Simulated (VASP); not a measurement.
# Al2O3 (R-3c) in VASP: relaxation of shape and atoms at fixed volume with r2SCAN

Aim: the relaxation of shape and atoms at fixed volume of Al2O3 with r2SCAN.

Everything below comes from runs of VASP 6.6.1. Logs are shortened: lines on timing, memory, paths and dates and some standing lists are left out, and cuts for length are marked.

**1. The cell of the first run**

It takes space group R-3c (No. 167, trigonal). The conventional cell has a = 4.851 Å, b = 4.851 Å, c = 13.259 Å, α = 90.00°, β = 90.00°, γ = 120.00°. Within 2.5 Å of Al (site symmetry 3) lie 6 O at 1.89 to 2.01 Å. Within 2.8 Å of O (site symmetry 2) lie 4 Al at 1.89 to 2.01 Å and 8 O at 2.57 to 2.78 Å.

**2. Relaxation of shape and atoms at fixed volume, r2SCAN (9.01 Å³/atom)**

Input file POSCAR:

```
Al2O3
1.0
    2.4253066157      1.4002514274      4.4197407306
   -2.4253066157      1.4002514274      4.4197407306
    0.0000000000     -2.8005028549      4.4197407306
Al O
4 6
Direct
    0.3519716567      0.3519716567      0.3519716567
    0.1480283433      0.1480283433      0.1480283433
    0.6480283433      0.6480283433      0.6480283433
    0.8519716567      0.8519716567      0.8519716567
    0.5560828340      0.9439171660      0.2500000000
    0.2500000000      0.5560828340      0.9439171660
    0.9439171660      0.2500000000      0.5560828340
    0.4439171660      0.0560828340      0.7500000000
    0.7500000000      0.4439171660      0.0560828340
    0.0560828340      0.7500000000      0.4439171660
```

Input file INCAR.step1:

```
SYSTEM = Al2O3
PREC = Accurate ; ENCUT = 600
ISMEAR = 0 ; SIGMA = 0.02
LREAL = .False. ; LASPH = .True.
NELM = 100 ; GGA = PE
ALGO = Normal ; EDIFF = 1E-4
LWAVE = .True. ; LCHARG = .False.
```

Input file INCAR.step2:

```
SYSTEM = Al2O3
PREC = Accurate ; ENCUT = 600
EDIFF = 1E-6 ; ISMEAR = 0
SIGMA = 0.02 ; LREAL = .False.
LASPH = .True. ; NELM = 100
ALGO = Normal ; ISIF = 4
LWAVE = .False. ; LCHARG = .False.
METAGGA = R2SCAN ; LMIXTAU = .True.
IBRION = 2 ; NSW = 50
EDIFFG = -0.01 ; ISTART = 1
```

Input file KPOINTS:

```
Automatic mesh
0
Gamma
  6 6 6
  0 0 0
```

Potentials or basis: VASP PAW PBE potentials, release 64 (Al, O).

Launch:

```
$ cat potpaw_PBE.64/Al/POTCAR potpaw_PBE.64/O/POTCAR > POTCAR
$ cp INCAR.step1 INCAR
$ mpirun -np 1 vasp_std > vasp.out
$ cp INCAR.step2 INCAR
$ mpirun -np 1 vasp_std > vasp.out
```

OUTCAR:

```text
SYSTEM = Al2O3
   PREC = Accurate
   ENCUT = 600
   EDIFF = 1E-6
   ISMEAR = 0
   LREAL = .False.
   LASPH = .True.
   NELM = 100
   ISIF = 4
   METAGGA = R2SCAN
   IBRION = 2
   NSW = 50
   EDIFFG = -0.01
   ISTART = 1

 ion  position               nearest neighbor table
   1  0.352  0.352  0.352-   9 1.89   8 1.89  10 1.89   7 2.01   5 2.01   6 2.01   2 2.70   3 2.84
                             3 2.84   3 2.84   2 3.28   2 3.28   2 3.28
   2  0.148  0.148  0.148-  10 1.89   8 1.89   9 1.89   6 2.01   5 2.01   7 2.01   1 2.70   4 2.84
                             4 2.84   4 2.84   1 3.28   1 3.28   1 3.28
   3  0.648  0.648  0.648-   6 1.89   5 1.89   7 1.89  10 2.01   8 2.01   9 2.01   4 2.70   1 2.84
                             1 2.84   1 2.84   4 3.28   4 3.28   4 3.28
   4  0.852  0.852  0.852-   7 1.89   5 1.89   6 1.89   9 2.01   8 2.01  10 2.01   3 2.70   2 2.84
                             2 2.84   2 2.84   3 3.28   3 3.28   3 3.28
   5  0.556  0.944  0.250-   3 1.89   4 1.89   1 2.01   2 2.01
   6  0.250  0.556  0.944-   3 1.89   4 1.89   2 2.01   1 2.01
   7  0.944  0.250  0.556-   4 1.89   3 1.89   1 2.01   2 2.01
   8  0.444  0.056  0.750-   1 1.89   2 1.89   3 2.01   4 2.01
   9  0.750  0.444  0.056-   1 1.89   2 1.89   4 2.01   3 2.01
  10  0.056  0.750  0.444-   2 1.89   1 1.89   3 2.01   4 2.01

  LATTYP: Found a trigonal (rhomboedric) cell.
 ALAT       =     5.2322962804
 COS(alpha) =     0.5702868517

  Lattice vectors:

 A1 = (   2.4253066157,   1.4002514274,   4.4197407306)
 A2 = (  -2.4253066157,   1.4002514274,   4.4197407306)
 A3 = (   0.0000000000,  -2.8005028549,   4.4197407306)

Analysis of symmetry for initial positions (statically):
=====================================================================
 Subroutine PRICEL returns:
 Original cell was already a primitive cell.

 Routine SETGRP: Setting up the symmetry group for a
 trigonal (rhombohedral) supercell.

 Subroutine GETGRP returns: Found 12 space group operations
 (whereof  6 operations were pure point group operations)
 out of a pool of 12 trial point group operations.

The static configuration has the point symmetry S_6 .
 The point group associated with its full space group is D_3d.

Analysis of symmetry for dynamics (positions and initial velocities):
=====================================================================
 Subroutine PRICEL returns:
 Original cell was already a primitive cell.

 Routine SETGRP: Setting up the symmetry group for a
 trigonal (rhombohedral) supercell.

 Subroutine GETGRP returns: Found 12 space group operations
 (whereof  6 operations were pure point group operations)
 out of a pool of 12 trial point group operations.

The dynamic configuration has the point symmetry S_6 .
 The point group associated with its full space group is D_3d.

 Subroutine INISYM returns: Found 12 space group operations
 (whereof  6 operations are pure point group operations),
 and found     1 'primitive' translations

----------------------------------------------------------------------------------------

                                     Primitive cell

  volume of cell :      90.0577

  direct lattice vectors                    reciprocal lattice vectors
     2.425306616  1.400251427  4.419740731     0.206159500  0.119026243  0.075419205
    -2.425306616  1.400251427  4.419740731    -0.206159500  0.119026243  0.075419205
     0.000000000 -2.800502855  4.419740731     0.000000000 -0.238052486  0.075419205

  length of vectors
     5.232296280  5.232296280  5.232296280     0.249713922  0.249713922  0.249713922

  position of ions in fractional coordinates (direct lattice)
     0.351971657  0.351971657  0.351971657
     0.148028343  0.148028343  0.148028343
     0.648028343  0.648028343  0.648028343
     0.851971657  0.851971657  0.851971657
     0.556082834  0.943917166  0.250000000
     0.250000000  0.556082834  0.943917166
     0.943917166  0.250000000  0.556082834
     0.443917166  0.056082834  0.750000000
     0.750000000  0.443917166  0.056082834
     0.056082834  0.750000000  0.443917166

  ion indices of the primitive-cell ions
   primitive index   ion index
                 1           1
                 2           2
                 3           3
                 4           4
                 5           5
                 6           6
[... 77 lines left out ...]
   LREAL  =      F    real-space projection
   EDIFFG = -.1E-01   stopping-criterion for IOM
   NSW    =     50    number of steps for IOM
   IBRION =      2    ionic relax: 0-MD 1-quasi-New 2-CG
   NFREE  =      1    steps in history (QN), initial steepest desc. (CG)
   ISIF   =      4    stress and relaxation
   ISYM   =      2    0-nonsym 1-usesym 2-fastsym
   POTIM  = 0.5000    time-step for ionic-motion
   TEBEG  =    0.0;   TEEND  =   0.0 temperature during run
   PSTRESS=    0.0 pullay stress
   NELECT =      48.0000    total number of electrons
   NUPDOWN=      -1.0000    fix difference up-down
   EMIN   =  10.00;   EMAX   =-10.00  energy-range for DOS
   EFERMI =   0.00;   METHOD = LEGACY
   ISMEAR =     0;   SIGMA  =   0.02  broadening in eV -4-tet -1-fermi 0-gaus
   EFERMI_NEDOS =   21; number of points for ismear=-14 and -15
   IALGO  =     38    algorithm
   IMIX   =      4    mixing-type and parameters
     AMIX     =   0.40;   BMIX     =  1.00
     AMIX_MAG =   1.60;   BMIX_MAG =  1.00
  volume/ion in A,a.u.               =       9.01        60.77
  Fermi-wavevector in a.u.,A,eV,Ry     =   1.327338  2.508306 23.971116  1.761827
  Thomas-Fermi vector in A             =   2.456658
   LORBIT       =      0    0 simple, 1 ext, 2 COOP (PROOUT), +10 PAW based schemes
   METAGGA = R2SCAN    functional components
   LHFCALC =     F    Hartree Fock is set to
   AEXX    =    0.0000 exact exchange contribution
   IVDW    =     0    specifies the selected vdW correction
   LEPSILON=     F    determine dielectric tensor
   LRPA    =     F    only Hartree local field effects (RPA)
 conjugate gradient relaxation of ions
 non-spin polarized calculation
 Gauss-broadening in eV      SIGMA  =   0.02
  energy-cutoff  :      600.00
  volume of cell :       90.06
 maximum number of plane-waves:      3059
 NGX is ok and might be reduce to    42
   NGX = 21   NGY = 21   NGZ = 21

--------------------------------------- Ionic step        1  -------------------------------------------

 number of electron      47.9999996 magnetization

 Free energy of the ion-electron system (eV)
  ---------------------------------------------------
  ext. energy  EPLUGINS =         0.00000000
  ---------------------------------------------------
  free energy    TOTEN  =       -96.06049372 eV

  energy without entropy =      -96.06049372  energy(sigma->0) =      -96.06049372

------------------------ aborting loop because EDIFF is reached ----------------------------------------

  FORCE on cell =-STRESS in cart. coord.  units (eV):
  Direction    XX          YY          ZZ          XY          YZ          ZX
  --------------------------------------------------------------------------------------
  -------------------------------------------------------------------------------------
  Total       -8.0286016     -8.0286016     -7.8131002      0.0000000      0.0000000      0.0000000
  in kB     -142.8333994   -142.8333994   -138.9995052      0.0000000      0.0000000      0.0000000
  external PRESSURE =    -141.5554346 kB  Pullay stress =       0.0000000 kB

 VOLUME and BASIS-vectors are now :
 -----------------------------------------------------------------------------
  energy-cutoff  :      600.00
  volume of cell :       90.06
      direct lattice vectors                 reciprocal lattice vectors
     2.425306616  1.400251427  4.419740731     0.206159500  0.119026243  0.075419205
    -2.425306616  1.400251427  4.419740731    -0.206159500  0.119026243  0.075419205
     0.000000000 -2.800502855  4.419740731     0.000000000 -0.238052486  0.075419205

 POSITION                                       TOTAL-FORCE (eV/Angst)
 -----------------------------------------------------------------------------------
      0.00000     -0.00000      4.66687         0.000000      0.000000     -0.002920
      0.00000     -0.00000      1.96274         0.000000     -0.000000      0.002920
      0.00000     -0.00000      8.59235         0.000000     -0.000000      0.002920
      0.00000     -0.00000     11.29648         0.000000      0.000000     -0.002920
     -0.94062      1.40025      7.73455        -0.047373      0.000000      0.000000
     -0.74234     -1.51472      7.73455         0.023687     -0.041027     -0.000000
      1.68296      0.11447      7.73455         0.023687      0.041027     -0.000000
      0.94062     -1.40025      5.52468         0.047373      0.000000     -0.000000
      0.74234      1.51472      5.52468        -0.023687      0.041027     -0.000000
     -1.68296     -0.11447      5.52468        -0.023687     -0.041027     -0.000000
 -----------------------------------------------------------------------------------
    total drift:                                0.000000     -0.000000      0.000000

  FREE ENERGIE OF THE ION-ELECTRON SYSTEM (eV)
  ---------------------------------------------------
  free  energy   TOTEN  =       -96.0604937165 eV

  energy  without entropy=      -96.0604937165  energy(sigma->0) =      -96.06049372

--------------------------------------- Ionic step        2  -------------------------------------------

 number of electron      47.9999994 magnetization

 Free energy of the ion-electron system (eV)
  ---------------------------------------------------
  ext. energy  EPLUGINS =         0.00000000
  ---------------------------------------------------
  free energy    TOTEN  =       -96.06083830 eV

  energy without entropy =      -96.06083830  energy(sigma->0) =      -96.06083830

 E-fermi :   5.1559     XC(G=0): -11.9287

 val. band max:        5.0756015376   @ k =   0.0000   0.0000   0.0000
 cond. band min:      11.5118781721   @ k =   0.0000   0.0000   0.0000
 fundamental gap:      6.4362766345
 Fermi energy:         5.1559418565

 k-point     1 :       0.0000    0.0000    0.0000
  band No.  band energies     occupation
      1     -14.6708      2.00000
      2     -12.6061      2.00000
      3     -12.3478      2.00000
      4     -12.3478      2.00000
      5     -12.0583      2.00000
      6     -12.0583      2.00000
[... 781 lines left out ...]
     29      16.0504      0.00000
     30      16.8238      0.00000

 [... further k-points ...]

------------------------ aborting loop because EDIFF is reached ----------------------------------------

  FORCE on cell =-STRESS in cart. coord.  units (eV):
  Direction    XX          YY          ZZ          XY          YZ          ZX
  --------------------------------------------------------------------------------------
  -------------------------------------------------------------------------------------
  Total       -7.9178619     -7.9178619     -7.9908766     -0.0000000      0.0000000      0.0000000
  in kB     -140.8632758   -140.8632758   -142.1622487     -0.0000000      0.0000000      0.0000000
  external PRESSURE =    -141.2962668 kB  Pullay stress =       0.0000000 kB

 VOLUME and BASIS-vectors are now :
 -----------------------------------------------------------------------------
  energy-cutoff  :      600.00
  volume of cell :       90.06
      direct lattice vectors                 reciprocal lattice vectors
     2.424466428  1.399766345  4.422804544     0.206230944  0.119067491  0.075366960
    -2.424466428  1.399766345  4.422804544    -0.206230944  0.119067491  0.075366960
     0.000000000 -2.799532690  4.422804544     0.000000000 -0.238134982  0.075366960

 POSITION                                       TOTAL-FORCE (eV/Angst)
 -----------------------------------------------------------------------------------
      0.00000     -0.00000      4.66996         0.000000      0.000000     -0.005137
      0.00000     -0.00000      1.96424         0.000000     -0.000000      0.005137
      0.00000     -0.00000      8.59845         0.000000     -0.000000      0.005137
      0.00000     -0.00000     11.30417         0.000000      0.000000     -0.005137
     -0.94258      1.39977      7.73991         0.004391      0.000000      0.000000
     -0.74095     -1.51618      7.73991        -0.002196      0.003803      0.000000
      1.68352      0.11641      7.73991        -0.002196     -0.003803     -0.000000
      0.94258     -1.39977      5.52851        -0.004391      0.000000      0.000000
      0.74095      1.51618      5.52851         0.002196     -0.003803     -0.000000
     -1.68352     -0.11641      5.52851         0.002196      0.003803      0.000000
 -----------------------------------------------------------------------------------
    total drift:                               -0.000000      0.000000     -0.000000

  FREE ENERGIE OF THE ION-ELECTRON SYSTEM (eV)
  ---------------------------------------------------
  free  energy   TOTEN  =       -96.0608382983 eV

  energy  without entropy=      -96.0608382983  energy(sigma->0) =      -96.06083830

 reached required accuracy - stopping structural energy minimisation
```

It took 5.4 min on 1 thread of Intel Xeon 6975P-C (Granite Rapids), shared host; peak memory 0.32 GiB.

Results:

| Item | Value |
| --- | --- |
| Free energy | -96.0608 eV |
| Energy gained by relaxing | 0.0 meV/atom |
| Ionic steps | 2 |
| Pressure after relaxing | -14.1 GPa |
| Largest force after relaxing | 0.005 eV/Å |
| Band gap on the k mesh | 6.44 eV |

Forces on the atoms (eV/Å):
```
Al   0.000  0.000 -0.005
Al   0.000  0.000  0.005
Al   0.000  0.000  0.005
Al   0.000  0.000 -0.005
O    0.004  0.000  0.000
O   -0.002  0.004  0.000
O   -0.002 -0.004  0.000
O   -0.004  0.000  0.000
O    0.002 -0.004  0.000
O    0.002  0.004  0.000
```

The path:
| step | energy change (eV) | largest force (eV/Å) | pressure (GPa) | volume (Å³) |
| --- | --- | --- | --- | --- |
| 1 | 0.0000 | 0.0474 | -14.16 | 90.06 |
| 2 | -0.0003 | 0.0051 | -14.13 | 90.06 |

Final structure:
```
CELL_PARAMETERS angstrom
2.42447 1.39977 4.42280
-2.42447 1.39977 4.42280
0.00000 -2.79953 4.42280
ATOMIC_POSITIONS crystal
Al 0.35196 0.35196 0.35196
Al 0.14804 0.14804 0.14804
Al 0.64804 0.64804 0.64804
Al 0.85196 0.85196 0.85196
O 0.55561 0.94439 0.25000
O 0.25000 0.55561 0.94439
O 0.94439 0.25000 0.55561
O 0.44439 0.05561 0.75000
O 0.75000 0.44439 0.05561
O 0.05561 0.75000 0.44439
```

Caveat: the PAW data sets were made with another functional, which shifts forces and pressure a little.
